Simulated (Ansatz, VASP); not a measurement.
**One calculation of Al2O3, two programs**

```
Al O
1.0
     2.40418    1.38805    4.37474
    -2.40418    1.38805    4.37474
     0.00000   -2.77610    4.37474
Al O
4 6
Direct
  0.85209 0.85209 0.85209
  0.64791 0.64791 0.64791
  0.14791 0.14791 0.14791
  0.35209 0.35209 0.35209
  0.05615 0.44385 0.75000
  0.75000 0.05615 0.44385
  0.44385 0.75000 0.05615
  0.94385 0.55615 0.25000
  0.25000 0.94385 0.55615
  0.55615 0.25000 0.94385
```

Alike in both runs: functional PBE; k mesh 6 × 6 × 6; occupations gaussian, width 0.1 eV; no spin polarisation.

Ansatz relaxed the structure, and its values are those at the end. VASP's run is a single point on that final structure, the one shown.

|  | VASP | Ansatz |
| --- | --- | --- |
| version | VASP 6.6.1 | Ansatz 0.2.0 |
| potentials or method | VASP PAW PBE potentials, release 64 (Al, O), cutoff 520 eV | scalar-relativistic, plane waves, PAW |
| valence electrons in the cell | 48 | 48 |

|  | VASP | Ansatz | Ansatz less VASP |
| --- | --- | --- | --- |
| gap on the k mesh at the Fermi level (eV) | 5.85 | 5.85 | +0.004 |
| least direct gap on the mesh (eV) | 5.85 | 5.85 | +0.004 |
| pressure (GPa) | -0.1 | 0.0 | +0.16 |
| rms of the force components (eV/Å) | 0.006 | 0.004 | -0.0012 |
